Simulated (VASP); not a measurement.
# Ca (Fm-3m) in VASP: notebook, part 2 of 3

VASP 6.6.1. Earlier steps stand in the parts before.

### 3 Single point, HSE06

This run uses another cell than the first one, of 39.95 Å³/atom.

Input file POSCAR:

```
Ca
1.0
    0.0000000000      2.7132113001      2.7132113001
    2.7132113001      0.0000000000      2.7132113001
    2.7132113001      2.7132113001      0.0000000000
Ca
1
Direct
    0.0000000000      0.0000000000      0.0000000000
```

Input file INCAR.step1:

```
PREC     = Accurate       # precision mode
ENCUT    = 520            # plane-wave cutoff, eV
EDIFF    = 1E-5           # SCF threshold, eV
ISMEAR   = -1             # smearing method
SIGMA    = 0.1            # smearing width, eV
LREAL    = False          # projectors in reciprocal space
LASPH    = True           # aspherical terms in the spheres
NELM     = 60             # most SCF steps
ALGO     = Normal         # electronic algorithm
ISIF     = 2              # what is computed and relaxed
LWAVE    = True           # write WAVECAR
NBANDS   = 11             # bands
GGA      = PE             # functional
```

Input file INCAR.step2:

```
PREC     = Accurate       # precision mode
ENCUT    = 520            # plane-wave cutoff, eV
EDIFF    = 1E-7           # SCF threshold, eV
ISMEAR   = -1             # smearing method
SIGMA    = 0.1            # smearing width, eV
LREAL    = False          # projectors in reciprocal space
LASPH    = True           # aspherical terms in the spheres
NELM     = 60             # most SCF steps
ALGO     = Normal         # electronic algorithm
ISIF     = 2              # what is computed and relaxed
LWAVE    = False          # write WAVECAR
LCHARG   = True           # write CHGCAR
GGA      = PE             # functional
LHFCALC  = True           # exact exchange
HFSCREEN = 0.2079         # screening, 1/A
PRECFOCK = Normal       
LELF     = True           # ELF
LVHAR    = True         
NBANDS   = 11             # bands
ISTART   = 1
```

Input file KPOINTS:

```
regular mesh
0
Gamma
  6 6 6
```

Potentials or basis: VASP PAW PBE potentials, release 64 (Ca_sv).

Started as:

```console
> cat potpaw_PBE.64/Ca_sv/POTCAR > POTCAR
> cp INCAR.step1 INCAR
> mpirun -np 1 vasp_std > vasp.out
> cp INCAR.step2 INCAR
> mpirun -np 1 vasp_std > vasp.out
```

OUTCAR:

```text
PREC = Accurate
   ENCUT = 520
   EDIFF = 1E-7
   ISMEAR = -1
   LREAL = False
   LASPH = True
   NELM = 60
   ISIF = 2
   GGA = PE
   LHFCALC = True
   HFSCREEN = 0.2079
   PRECFOCK = Normal
   ISTART = 1

 ion  position               nearest neighbor table
   1  0.000  0.000  0.000-

  LATTYP: Found a face centered cubic cell.
 ALAT       =     5.4264226002

  Lattice vectors:

 A1 = (   0.0000000000,   2.7132113001,   2.7132113001)
 A2 = (   2.7132113001,   0.0000000000,   2.7132113001)
 A3 = (   2.7132113001,   2.7132113001,   0.0000000000)

Analysis of symmetry for initial positions (statically):
=====================================================================
 Subroutine PRICEL returns:
 Original cell was already a primitive cell.

 Routine SETGRP: Setting up the symmetry group for a
 face centered cubic supercell.

 Subroutine GETGRP returns: Found 48 space group operations
 (whereof 48 operations were pure point group operations)
 out of a pool of 48 trial point group operations.

The static configuration has the point symmetry O_h .

Analysis of symmetry for dynamics (positions and initial velocities):
=====================================================================
 Subroutine PRICEL returns:
 Original cell was already a primitive cell.

 Routine SETGRP: Setting up the symmetry group for a
 face centered cubic supercell.

 Subroutine GETGRP returns: Found 48 space group operations
 (whereof 48 operations were pure point group operations)
 out of a pool of 48 trial point group operations.

The dynamic configuration has the point symmetry O_h .

 Subroutine INISYM returns: Found 48 space group operations
 (whereof 48 operations are pure point group operations),
 and found     1 'primitive' translations

----------------------------------------------------------------------------------------

                                     Primitive cell

  volume of cell :      39.9467

  direct lattice vectors                    reciprocal lattice vectors
     0.000000000  2.713211300  2.713211300    -0.184283472  0.184283472  0.184283472
     2.713211300  0.000000000  2.713211300     0.184283472 -0.184283472  0.184283472
     2.713211300  2.713211300  0.000000000     0.184283472  0.184283472 -0.184283472

  length of vectors
     3.837060218  3.837060218  3.837060218     0.319188337  0.319188337  0.319188337

  position of ions in fractional coordinates (direct lattice)
     0.000000000  0.000000000  0.000000000

  ion indices of the primitive-cell ions
   primitive index   ion index
                 1           1

----------------------------------------------------------------------------------------

 KPOINTS: regular mesh

Automatic generation of k-mesh.
 Grid dimensions read from file:
 generate k-points for:    6    6    6

 Generating k-lattice:

  Cartesian coordinates                     Fractional coordinates (reciprocal lattice)
    -0.030713912  0.030713912  0.030713912     0.166666667  0.000000000  0.000000000
[... 32 lines left out ...]
   k-points           NKPTS =     16   k-points in BZ     NKDIM =    216   number of bands    NBANDS=     11
   number of dos      NEDOS =    301   number of ions     NIONS =      1
   total plane-waves  NPLWV =  27000
   dimension x,y,z NGX =    30 NGY =   30 NGZ =   30
   dimension x,y,z NGXF=    60 NGYF=   60 NGZF=   60
   ions per type =               1
   NGX,Y,Z   is equivalent  to a cutoff of  13.00, 13.00, 13.00 a.u.
   NGXF,Y,Z  is equivalent  to a cutoff of  26.00, 26.00, 26.00 a.u.
 SYSTEM =  unknown system
   PREC   = accura    normal or accurate (medium, high low for compatibility)
   ISTART =      1    job   : 0-new  1-cont  2-samecut
   ICHARG =      0    charge: 1-file 2-atom 10-const
   ISPIN  =      1    spin polarized calculation?
   LNONCOLLINEAR =      F non collinear calculations
   LSORBIT =      F    spin-orbit coupling
   LASPH  =      T    aspherical Exc in radial PAW
   ENCUT  =  520.0 eV  38.22 Ry    6.18 a.u.   7.13  7.13  7.13*2*pi/ulx,y,z
   NELM   =     60;   NELMIN=  2; NELMDL=  0     # of ELM steps
   EDIFF  = 0.1E-06   stopping-criterion for ELM
   LREAL  =      F    real-space projection
   EDIFFG = 0.1E-05   stopping-criterion for IOM
   NSW    =      0    number of steps for IOM
   IBRION =     -1    ionic relax: 0-MD 1-quasi-New 2-CG
   NFREE  =      0    steps in history (QN), initial steepest desc. (CG)
   ISIF   =      2    stress and relaxation
   ISYM   =      3    0-nonsym 1-usesym 2-fastsym
   POTIM  = 0.5000    time-step for ionic-motion
   TEBEG  =    0.0;   TEEND  =   0.0 temperature during run
   PSTRESS=    0.0 pullay stress
   NELECT =      10.0000    total number of electrons
   NUPDOWN=      -1.0000    fix difference up-down
   EMIN   =  10.00;   EMAX   =-10.00  energy-range for DOS
   EFERMI =   0.00;   METHOD = LEGACY
   ISMEAR =    -1;   SIGMA  =   0.10  broadening in eV -4-tet -1-fermi 0-gaus
   EFERMI_NEDOS =   21; number of points for ismear=-14 and -15
   IALGO  =     38    algorithm
   IMIX   =      1    mixing-type and parameters
     AMIX     =   0.40;   BMIX     =  1.00
     AMIX_MAG =   1.60;   BMIX_MAG =  1.00
  volume/ion in A,a.u.               =      39.95       269.57
  Fermi-wavevector in a.u.,A,eV,Ry     =   1.031766  1.949755 14.483961  1.064541
  Thomas-Fermi vector in A             =   2.165930
   LORBIT       =      0    0 simple, 1 ext, 2 COOP (PROOUT), +10 PAW based schemes
   GGA     = PE    functional components
   LHFCALC =     T    Hartree Fock is set to
   PRECFOCK=normal    Normal, Fast or Accurate (Low or Medium for compatibility)
   ENCUT4O =  -1.0   cutoff for four orbital integrals eV
   NKREDX  =     1    reduce k-point grid by
   NKREDY  =     1    reduce k-point grid by
   NKREDZ  =     1    reduce k-point grid by
   AEXX    =    0.2500 exact exchange contribution
   HFSCREEN=    0.2079 screening length (either q_TF or 0.3 A-1)
   HFSCREENC=   0.2079 screening length for correlation (either q_TF or 0.3 A-1)
   ENCUTFOCK=  -1.0 apply spherical cutoff to Coloumb kernel
   IVDW    =     0    specifies the selected vdW correction
   LEPSILON=     F    determine dielectric tensor
   LRPA    =     F    only Hartree local field effects (RPA)
 non-spin polarized calculation
  energy-cutoff  :      520.00
  volume of cell :       39.95
 maximum number of plane-waves:      1090
 NGX is ok and might be reduce to    30
  NGX = 24; NGY = 24; NGZ = 24

 number of electron      10.0000001 magnetization

 Free energy of the ion-electron system (eV)
  ---------------------------------------------------
  ext. energy  EPLUGINS =         0.00000000
  ---------------------------------------------------
  free energy    TOTEN  =        -1.80600480 eV

  energy without entropy =       -1.76764808  energy(sigma->0) =       -1.78682644

 E-fermi :   2.3555     XC(G=0):  -6.6460

 val. band max:        2.2913105538   @ k =  -0.3333   0.5000   0.1667
 cond. band min:       2.5186701168   @ k =   0.5000   0.1667   0.0000
 fundamental gap:      0.2273595629
 Fermi energy:         2.3555195550

 k-point     1 :       0.0000    0.0000    0.0000
  band No.  band energies     occupation
      1     -43.3000      2.00000
      2     -22.7143      2.00000
      3     -22.7143      2.00000
      4     -22.7143      2.00000
      5      -2.7171      2.00000
      6       5.5601      0.00000
      7       5.5601      0.00000
      8       5.5601      0.00000
      9       6.8574      0.00000
     10       6.8574      0.00000
     11      12.1484      0.00000
[... 197 lines left out ...]
 k-point    16 :      -0.3333    0.5000    0.1667
  band No.  band energies     occupation
      1     -43.2760      2.00000
      2     -22.8528      2.00000
      3     -22.8024      2.00000
      4     -22.7797      2.00000
      5       2.2913      1.31045
      6       3.3163      0.00013
      7       3.3261      0.00012
      8       6.0533      0.00000
      9       7.9470      0.00000
     10       8.3207      0.00000
     11       8.7119      0.00000

------------------------ aborting loop because EDIFF is reached ----------------------------------------

  FORCE on cell =-STRESS in cart. coord.  units (eV):
  Direction    XX          YY          ZZ          XY          YZ          ZX
  --------------------------------------------------------------------------------------
  -------------------------------------------------------------------------------------
  Total        0.4268032      0.4268032      0.4268032      0.0000000     -0.0000000     -0.0000000
  in kB       17.1181730     17.1181730     17.1181730      0.0000000     -0.0000000     -0.0000000
  external PRESSURE =      17.1181730 kB  Pullay stress =       0.0000000 kB

 VOLUME and BASIS-vectors are now :
 -----------------------------------------------------------------------------
  energy-cutoff  :      520.00
  volume of cell :       39.95
      direct lattice vectors                 reciprocal lattice vectors
     0.000000000  2.713211300  2.713211300    -0.184283472  0.184283472  0.184283472
     2.713211300  0.000000000  2.713211300     0.184283472 -0.184283472  0.184283472
     2.713211300  2.713211300  0.000000000     0.184283472  0.184283472 -0.184283472

 POSITION                                       TOTAL-FORCE (eV/Angst)
 -----------------------------------------------------------------------------------
      0.00000      0.00000      0.00000         0.000000      0.000000      0.000000
 -----------------------------------------------------------------------------------
    total drift:                               -0.000000     -0.000000     -0.000000

  FREE ENERGIE OF THE ION-ELECTRON SYSTEM (eV)
  ---------------------------------------------------
  free  energy   TOTEN  =        -1.8060048033 eV

  energy  without entropy=       -1.7676480807  energy(sigma->0) =       -1.78682644
```

It took 18 min on 1 thread of Intel Xeon Platinum 8488C (Sapphire Rapids), shared host; peak memory 0.28 GiB.

Results:

| Item | Value |
| --- | --- |
| Free energy | -1.8060 eV |
| Pressure | 1.7 GPa |
| Band gap on the k mesh | zero (bands 5 and 6 overlap by 0.39 eV) |

Caveat: the PAW data sets were made with another functional, which shifts forces and pressure a little.

### 4 Single point, HSE06

This run uses another cell than the first one, of 39.95 Å³/atom.

POSCAR is that of step 3.

Input file INCAR.step1:

```
SYSTEM = Ca
  PREC = Accurate
  ENCUT = 520
  EDIFF = 1E-5
  ISMEAR = -1
  SIGMA = 0.1
  LREAL = .False.
  LASPH = .True.
  NELM = 100
  ALGO = Normal
  ISIF = 2
  LWAVE = .True.
  LCHARG = .False.
  NBANDS = 11
  GGA = PE
```

Input file INCAR.step2:

```
SYSTEM = Ca
  PREC = Accurate
  ENCUT = 520
  EDIFF = 1E-6
  ISMEAR = -1
  SIGMA = 0.1
  LREAL = .False.
  LASPH = .True.
  NELM = 100
  ALGO = Normal
  ISIF = 2
  LWAVE = .False.
  LCHARG = .False.
  GGA = PE
  LHFCALC = .True.
  HFSCREEN = 0.2079
  PRECFOCK = Normal
  NBANDS = 11
  ISTART = 1
```

Input file KPOINTS:

```
Automatic mesh
0
Gamma
  6 6 6
  0 0 0
```

Started as:

```console
> cat potpaw_PBE.64/Ca_sv/POTCAR > POTCAR
> cp INCAR.step1 INCAR
> mpirun -np 1 vasp_std > vasp.out
> cp INCAR.step2 INCAR
> mpirun -np 1 vasp_std > vasp.out
```

It took 21 min on 1 thread of Intel Xeon Platinum 8259CL at 2.50GHz (Skylake/Cascade Lake), shared host; peak memory 0.28 GiB.

Results (log left out):

* Free energy: -1.8060 eV
* Pressure: 1.7 GPa
* Band gap on the k mesh: zero (bands 5 and 6 overlap by 0.39 eV)

Levels at points of the mesh, in eV from the Fermi level:
```tsv
k point	band 1	band 2	band 3	band 4	band 5	band 6	band 7	band 8	band 9	band 10
(0.00, 0.00, 0.00)	-45.65	-25.07	-25.07	-25.07	-5.07	3.21	3.21	3.21	4.50	4.50
(0.50, 0.00, 0.00)	-45.64	-25.25	-25.09	-25.09	-1.09	-0.46	3.02	3.02	5.35	5.35
(0.50, 0.50, 0.00)	-45.63	-25.23	-25.13	-25.13	-0.59	1.01	1.03	5.34	5.59	5.59
```

Caveat: the PAW data sets were made with another functional, which shifts forces and pressure a little.

(Part 2 of 3 ends here.)

The gap in the log of VASP goes by the Fermi energy; the results here count the filled bands.